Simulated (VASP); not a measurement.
# NaBe2 (P6/mmm) in VASP: a series of runs

NaBe2 is run at these levels: PBE; tasks: single point.

Everything below comes from runs of VASP 6.6.1. Logs are shortened: lines on timing, memory, paths and dates and some standing lists are left out, and cuts for length are marked.

### Step 1. The cell of the first run

It takes space group P6/mmm (No. 191, hexagonal). The conventional cell has a = 3.129 Å, b = 3.129 Å, c = 3.475 Å, α = 90.00°, β = 90.00°, γ = 120.00°. Na (site symmetry 6/mmm) has 12 Be at 2.51 Å and 6 Na at 3.13 Å within 3.3 Å. Within 2.4 Å of Be (site symmetry -6m2) lie 3 Be at 1.81 Å.

### Step 2. Single point, PBE

Input file INCAR:

```
SYSTEM = NaBe2
ALGO     = Fast           ! electronic algorithm
EDIFF    = 1E-6           ! SCF threshold, eV
ENCUT    = 520            ! plane-wave cutoff, eV
GGA      = PE             ! functional
ISIF     = 2              ! what is computed and relaxed
ISMEAR   = 0              ! smearing method
LASPH    = .TRUE.         ! aspherical terms in the spheres
LCHARG   = .FALSE.        ! write CHGCAR
LREAL    = .FALSE.        ! projectors in reciprocal space
LWAVE    = .FALSE.        ! write WAVECAR
NBANDS   = 12             ! bands
NELM     = 100            ! most SCF steps
PREC     = Accurate       ! precision mode
SIGMA    = 0.1            ! smearing width, eV
```

Input file KPOINTS:

```
k-points
0
G
  6 6 6
  0 0 0
```

Input file POSCAR:

```
NaBe2
1.0
    3.1292961000      0.0000000000      0.0000000000
   -1.5646480500      2.7100499200      0.0000000000
    0.0000000000      0.0000000000      3.4754568700
Na Be
1 2
Direct
    0.0000000000      0.0000000000      0.0000000000
    0.3333333300      0.6666666700      0.5000000000
    0.6666666700      0.3333333300      0.5000000000
```

Potentials or basis: VASP PAW PBE potentials, release 64 (Na_pv, Be).

Launch:

```console
$ cat potpaw_PBE.64/Na_pv/POTCAR potpaw_PBE.64/Be/POTCAR > POTCAR
$ mpirun -np 1 vasp_std > vasp.out
```

OUTCAR:

```text
SYSTEM = NaBe2
   EDIFF = 1E-6
   ENCUT = 520
   GGA = PE
   ISIF = 2
   ISMEAR = 0
   LASPH = .TRUE.
   LREAL = .FALSE.
   NELM = 100
   PREC = Accurate

 ion  position               nearest neighbor table
   1  0.000  0.000  0.000-   2 2.51   3 2.51   2 2.51   3 2.51   3 2.51   3 2.51   2 2.51   2 2.51
                             3 2.51   3 2.51   2 2.51   2 2.51
   2  0.333  0.667  0.500-   3 1.81   3 1.81   3 1.81   1 2.51   1 2.51   1 2.51   1 2.51   1 2.51
                             1 2.51
   3  0.667  0.333  0.500-   2 1.81   2 1.81   2 1.81   1 2.51   1 2.51   1 2.51   1 2.51   1 2.51
                             1 2.51

  LATTYP: Found a hexagonal cell.
 ALAT       =     3.1292961000
 C/A-ratio  =     1.1106193722

  Lattice vectors:

 A1 = (   3.1292961000,   0.0000000000,   0.0000000000)
 A2 = (  -1.5646480500,   2.7100499200,   0.0000000000)
 A3 = (   0.0000000000,   0.0000000000,   3.4754568700)

Analysis of symmetry for initial positions (statically):
=====================================================================
 Subroutine PRICEL returns:
 Original cell was already a primitive cell.

 Routine SETGRP: Setting up the symmetry group for a
 hexagonal supercell.

 Subroutine GETGRP returns: Found 24 space group operations
 (whereof 24 operations were pure point group operations)
 out of a pool of 24 trial point group operations.

The static configuration has the point symmetry D_6h.

Analysis of symmetry for dynamics (positions and initial velocities):
=====================================================================
 Subroutine PRICEL returns:
 Original cell was already a primitive cell.

 Routine SETGRP: Setting up the symmetry group for a
 hexagonal supercell.

 Subroutine GETGRP returns: Found 24 space group operations
 (whereof 24 operations were pure point group operations)
 out of a pool of 24 trial point group operations.

The dynamic configuration has the point symmetry D_6h.

 Subroutine INISYM returns: Found 24 space group operations
 (whereof 24 operations are pure point group operations),
 and found     1 'primitive' translations

----------------------------------------------------------------------------------------

                                     Primitive cell

  volume of cell :      29.4738

  direct lattice vectors                    reciprocal lattice vectors
     3.129296100  0.000000000  0.000000000     0.319560683  0.184498446  0.000000000
    -1.564648050  2.710049920  0.000000000     0.000000000  0.368996893  0.000000000
     0.000000000  0.000000000  3.475456870     0.000000000  0.000000000  0.287731955

  length of vectors
     3.129296100  3.129296101  3.475456870     0.368996893  0.368996893  0.287731955

  position of ions in fractional coordinates (direct lattice)
     0.000000000  0.000000000  0.000000000
     0.333333330  0.666666670  0.500000000
     0.666666670  0.333333330  0.500000000

  ion indices of the primitive-cell ions
   primitive index   ion index
                 1           1
                 2           2
                 3           3

----------------------------------------------------------------------------------------

 KPOINTS: k-points

Automatic generation of k-mesh.
 Grid dimensions read from file:
 generate k-points for:    6    6    6

 Generating k-lattice:

  Cartesian coordinates                     Fractional coordinates (reciprocal lattice)
     0.053260114  0.030749741  0.000000000     0.166666667  0.000000000  0.000000000
     0.000000000  0.061499482  0.000000000     0.000000000  0.166666667  0.000000000
     0.000000000  0.000000000  0.047955326     0.000000000  0.000000000  0.166666667

  Length of vectors
     0.061499482  0.061499482  0.047955326

  Shift w.r.t. Gamma in fractional coordinates (k-lattice)
     0.000000000  0.000000000  0.000000000

 Subroutine IBZKPT returns following result:
 ===========================================

 Found     28 irreducible k-points:

 Following reciprocal coordinates:
            Coordinates               Weight
  0.000000  0.000000  0.000000      1.000000
  0.166667 -0.000000  0.000000      6.000000
  0.333333  0.000000  0.000000      6.000000
  0.500000 -0.000000  0.000000      3.000000
  0.166667  0.166667  0.000000      6.000000
  0.333333  0.166667  0.000000     12.000000
[... 16 lines left out ...]
  0.166667 -0.000000  0.500000      6.000000
  0.333333  0.000000  0.500000      6.000000
 [... further k-points ...]
   k-points           NKPTS =     28   k-points in BZ     NKDIM =     28   number of bands    NBANDS=     12
   number of dos      NEDOS =    301   number of ions     NIONS =      3
   total plane-waves  NPLWV =  16128
   dimension x,y,z NGX =    24 NGY =   24 NGZ =   28
   dimension x,y,z NGXF=    48 NGYF=   48 NGZF=   56
   ions per type =               1   2
   NGX,Y,Z   is equivalent  to a cutoff of  12.75, 12.75, 13.39 a.u.
   NGXF,Y,Z  is equivalent  to a cutoff of  25.50, 25.50, 26.79 a.u.
 SYSTEM =  NaBe2
   PREC   = accura    normal or accurate (medium, high low for compatibility)
   ISTART =      0    job   : 0-new  1-cont  2-samecut
   ICHARG =      2    charge: 1-file 2-atom 10-const
   ISPIN  =      1    spin polarized calculation?
   LNONCOLLINEAR =      F non collinear calculations
   LSORBIT =      F    spin-orbit coupling
   LASPH  =      T    aspherical Exc in radial PAW
   ENCUT  =  520.0 eV  38.22 Ry    6.18 a.u.   5.82  5.82  6.46*2*pi/ulx,y,z
   NELM   =    100;   NELMIN=  2; NELMDL= -5     # of ELM steps
   EDIFF  = 0.1E-05   stopping-criterion for ELM
   LREAL  =      F    real-space projection
   EDIFFG = 0.1E-04   stopping-criterion for IOM
   NSW    =      0    number of steps for IOM
   IBRION =     -1    ionic relax: 0-MD 1-quasi-New 2-CG
   NFREE  =      0    steps in history (QN), initial steepest desc. (CG)
   ISIF   =      2    stress and relaxation
   ISYM   =      2    0-nonsym 1-usesym 2-fastsym
   POTIM  = 0.5000    time-step for ionic-motion
   TEBEG  =    0.0;   TEEND  =   0.0 temperature during run
   PSTRESS=    0.0 pullay stress
   NELECT =      11.0000    total number of electrons
   NUPDOWN=      -1.0000    fix difference up-down
   EMIN   =  10.00;   EMAX   =-10.00  energy-range for DOS
   EFERMI =   0.00;   METHOD = LEGACY
   ISMEAR =     0;   SIGMA  =   0.10  broadening in eV -4-tet -1-fermi 0-gaus
   EFERMI_NEDOS =   21; number of points for ismear=-14 and -15
   IALGO  =     68    algorithm
   IMIX   =      4    mixing-type and parameters
     AMIX     =   0.40;   BMIX     =  1.00
     AMIX_MAG =   1.60;   BMIX_MAG =  1.00
  volume/ion in A,a.u.               =       9.82        66.30
  Fermi-wavevector in a.u.,A,eV,Ry     =   1.178674  2.227371 18.902205  1.389273
  Thomas-Fermi vector in A             =   2.314999
   LORBIT       =      0    0 simple, 1 ext, 2 COOP (PROOUT), +10 PAW based schemes
   GGA     = PE    functional components
   LHFCALC =     F    Hartree Fock is set to
   AEXX    =    0.0000 exact exchange contribution
   IVDW    =     0    specifies the selected vdW correction
   LEPSILON=     F    determine dielectric tensor
   LRPA    =     F    only Hartree local field effects (RPA)
 non-spin polarized calculation
 RMM-DIIS sequential band-by-band and
 Gauss-broadening in eV      SIGMA  =   0.10
  energy-cutoff  :      520.00
  volume of cell :       29.47
 maximum number of plane-waves:       808
 NGX is ok and might be reduce to    24
   NGX = 11   NGY = 11   NGZ = 13

 number of electron      11.0000007 magnetization

 Free energy of the ion-electron system (eV)
  ---------------------------------------------------
  ext. energy  EPLUGINS =         0.00000000
  ---------------------------------------------------
  free energy    TOTEN  =        -3.68883531 eV

  energy without entropy =       -3.67620642  energy(sigma->0) =       -3.68252087

 E-fermi :   4.8532     XC(G=0): -10.2345

 val. band max:        4.8431062273   @ k =   0.1667   0.1667   0.0000
 cond. band min:       4.8911098126   @ k =   0.3333   0.1667   0.3333
 fundamental gap:      0.0480035854
 Fermi energy:         4.8531732351

 k-point     1 :       0.0000    0.0000    0.0000
  band No.  band energies     occupation
      1     -18.1014      2.00000
      2     -18.0308      2.00000
      3     -18.0308      2.00000
      4      -3.2835      2.00000
      5       5.1604      0.00001
      6       8.1340      0.00000
      7       8.1340      0.00000
      8       9.9740      0.00000
      9      13.6451      0.00000
     10      13.6451      0.00000
     11      17.7157      0.00000
     12      18.9591      0.00000

 k-point     2 :       0.1667   -0.0000    0.0000
  band No.  band energies     occupation
      1     -18.0909      2.00000
      2     -18.0847      2.00000
      3     -18.0424      2.00000
      4      -2.8202      2.00000
      5       5.5675      0.00000
      6       6.3349      0.00000
      7       7.1837      0.00000
      8      10.1241      0.00000
      9      14.3872      0.00000
     10      15.6351      0.00000
     11      16.7416      0.00000
     12      17.5730      0.00000

 k-point     3 :       0.3333    0.0000    0.0000
  band No.  band energies     occupation
      1     -18.1898      2.00000
      2     -18.0701      2.00000
      3     -18.0656      2.00000
      4      -1.4954      2.00000
      5       3.3163      2.00000
      6       5.9952      0.00000
      7       6.7367      0.00000
      8      10.7348      0.00000
      9      13.1658      0.00000
     10      14.2303      0.00000
     11      17.6978      0.00000
     12      19.8477      0.00000
[... 286 lines left out ...]
 k-point    23 :       0.1667   -0.0000    0.5000
  band No.  band energies     occupation
      1     -18.1709      2.00000
      2     -18.0772      2.00000
      3     -18.0356      2.00000
      4      -0.9676      2.00000
      5       0.8803      2.00000
      6       6.9983      0.00000
      7       7.5650      0.00000
      8      12.4519      0.00000
      9      14.1273      0.00000
     10      15.8084      0.00000
     11      17.7131      0.00000
     12      19.7030      0.00000

 k-point    24 :       0.3333    0.0000    0.5000
  band No.  band energies     occupation
      1     -18.1794      2.00000
      2     -18.1453      2.00000
      3     -18.0573      2.00000
      4       0.0394      2.00000
      5       2.4840      2.00000
      6       4.2064      2.00000
      7       6.2322      0.00000
      8       8.7075      0.00000
      9      14.5766      0.00000
     10      16.9112      0.00000
     11      18.3709      0.00000
     12      20.2289      0.00000

 [... further k-points ...]
[... 5 lines left out ...]
  --------------------------------------------------------------------------------------
  -------------------------------------------------------------------------------------
  Total       11.6374296     11.6374297      7.9050587      0.0000000      0.0000000      0.0000000
  in kB      632.6038023    632.6038030    429.7143226      0.0000000      0.0000000      0.0000000
  external PRESSURE =     564.9739760 kB  Pullay stress =       0.0000000 kB

 VOLUME and BASIS-vectors are now :
 -----------------------------------------------------------------------------
  energy-cutoff  :      520.00
  volume of cell :       29.47
      direct lattice vectors                 reciprocal lattice vectors
     3.129296100  0.000000000  0.000000000     0.319560683  0.184498446  0.000000000
    -1.564648050  2.710049920  0.000000000     0.000000000  0.368996893  0.000000000
     0.000000000  0.000000000  3.475456870     0.000000000  0.000000000  0.287731955

 POSITION                                       TOTAL-FORCE (eV/Angst)
 -----------------------------------------------------------------------------------
      0.00000      0.00000      0.00000        -0.000000      0.000000      0.000000
     -0.00000      1.80670      1.73773         0.000000      0.000000      0.000000
      1.56465      0.90335      1.73773        -0.000000      0.000000     -0.000000
 -----------------------------------------------------------------------------------
    total drift:                                0.000000     -0.000000     -0.000000

  FREE ENERGIE OF THE ION-ELECTRON SYSTEM (eV)
  ---------------------------------------------------
  free  energy   TOTEN  =        -3.6888353150 eV

  energy  without entropy=       -3.6762064183  energy(sigma->0) =       -3.68252087
```

Wall time 4.8 s (1 thread of AMD EPYC 9R45 (Zen 5), shared host); peak memory 0.11 GiB.

Results:

| Quantity | Value |
| --- | --- |
| Free energy | -3.6888 eV |
| Pressure | 56.5 GPa |

Stress tensor (GPa, compression positive):
```
63.26  0.00  0.00
 0.00 63.26  0.00
 0.00  0.00 42.97
```

Levels at points of the mesh, in eV from the Fermi level:
```
           k point  band 1  band 2  band 3  band 4  band 5  band 6  band 7  band 8  band 9  band 10
(0.00, 0.00, 0.00)  -22.95  -22.88  -22.88   -8.14    0.31    3.28    3.28    5.12    8.79     8.79
(0.50, 0.00, 0.00)  -23.09  -22.93  -22.91   -4.55   -3.95    0.70    3.01    6.19    6.27     9.24
(0.00, 0.00, 0.50)  -23.04  -22.88  -22.88   -6.15   -4.55    3.85    3.85    8.76    8.76    10.86
(0.50, 0.00, 0.50)  -23.08  -22.99  -22.92   -3.35   -2.79   -0.66    0.89    1.45    9.86    11.76
```

Caveat: the k points lie up to 0.39 Å⁻¹ apart.

### Step 3. Single point, PBE

This run uses another cell than the first one, of 16.68 Å³/atom, 1.698 times its volume.

Input file INCAR:

```
PREC     = Accurate       # precision mode
ENCUT    = 520            # plane-wave cutoff, eV
EDIFF    = 1E-6           # SCF threshold, eV
ISMEAR   = 0              # smearing method
SIGMA    = 0.1            # smearing width, eV
LREAL    = F              # projectors in reciprocal space
LASPH    = T              # aspherical terms in the spheres
NELM     = 100            # most SCF steps
ALGO     = Normal         # electronic algorithm
ISIF     = 2              # what is computed and relaxed
LWAVE    = F              # write WAVECAR
LCHARG   = F              # write CHGCAR
GGA      = PE             # functional
NBANDS   = 12             # bands
```

Input file KPOINTS:

```
Automatic mesh
0
Gamma
  6 6 6
```

Input file POSCAR:

```
NaBe2
1.0
    3.9364123030      0.0000000000      0.0000000000
   -1.9682061515      3.4090330542      0.0000000000
    0.0000000000      0.0000000000      3.7292936910
Na Be
1 2
Direct
    0.0000000000      0.0000000000      0.0000000000
    0.3333333333      0.6666666667      0.5000000000
    0.6666666667      0.3333333333      0.5000000000
```

Potentials or basis: VASP PAW PBE potentials, release 64 (Na_pv, Be).

Launch:

```console
$ cat potpaw_PBE.64/Na_pv/POTCAR potpaw_PBE.64/Be/POTCAR > POTCAR
$ mpirun -np 1 vasp_std > vasp.out
```

Run time: 5.2 s. Hardware: 1 thread of AMD EPYC 9R45 (Zen 5), shared host; peak memory 0.13 GiB.

Results (log left out):

```yaml
Free_energy: -6.3224 eV
Pressure: -0.1 GPa
```

Stress tensor (GPa, compression positive):
```
-0.02  0.00  0.00
 0.00 -0.02  0.00
 0.00  0.00 -0.14
```

Levels at points of the mesh, in eV from the Fermi level:
```tsv
k point	band 3	band 4	band 5	band 6	band 7	band 8
(0.00, 0.00, 0.00)	-23.20	-6.30	1.80	1.80	1.80	5.42
(0.50, 0.00, 0.00)	-23.20	-3.85	-3.41	0.22	3.55	3.96
(0.00, 0.00, 0.50)	-23.23	-4.73	-2.78	2.43	2.43	5.96
(0.50, 0.00, 0.50)	-23.23	-2.58	-2.22	-0.44	0.75	1.07
```
